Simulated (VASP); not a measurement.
Input of a VASP 6.6.1 run:

File INCAR:

```
PREC = Accurate
ENCUT = 520
EDIFF = 1E-6
ISMEAR = 0
SIGMA = 0.15
LREAL = False
LASPH = True
NELM = 60
ALGO = Fast
ISIF = 2
LWAVE = False
LCHARG = True
LELF = True
LVHAR = True
NBANDS = 11
```

Contents of KPOINTS:

```
Automatic mesh
0
Gamma
  20 20 20
```

POSCAR

```
Hf
1.0
    0.0000000000      2.4793605917      1.6852213942
    2.4793605917      0.0000000000      1.6852213942
    2.4793605917      2.4793605917      0.0000000000
Hf
1
Direct
    0.0000000000      0.0000000000      0.0000000000
```

Potentials or basis: VASP PAW LDA potentials, release 64 (Hf_pv).

The run is started by

```sh
$ cat potpaw_LDA.64/Hf_pv/POTCAR > POTCAR
$ mpirun -np 1 vasp_std > vasp.out
```

(1) Predict the band gap on the k mesh.

(2) Estimate the pressure.

Results:

(1) zero (bands 5 and 6 overlap by 2.21 eV).

(2) -1.5 GPa.

Caveat: spin-orbit coupling is left out, which moves the levels of the heavy elements.
